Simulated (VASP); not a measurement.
Runs of VASP 6.6.1 on N. The structure is that of space group Pm-3m (No. 221), or close to it. The cells are those of the table. 

```csv
cell,gap on the mesh (eV),pressure (GPa)
"a = 1.865 Å, 1 atom",none,0.0
"a = 1.852 Å, 1 atom",none,(a)
"a = 1.827 Å, 1 atom",none,14.2
"a = 1.840 Å, 1 atom",none,9.1
```

Alike in all rows: task single point; level PBE; potentials or basis VASP PAW PBE potentials, release 64 (N); no spin polarisation; k mesh 58 × 58 × 58; cutoff (eV) 520; smearing fermi-dirac 0.0612256 eV.

**Question.** Estimate the missing entries.

**Answer.** (a) 4.4.

Caveats: the cell stands under pressure (at least some runs).

A gap of «none» marks levels without a gap at the run's occupations.
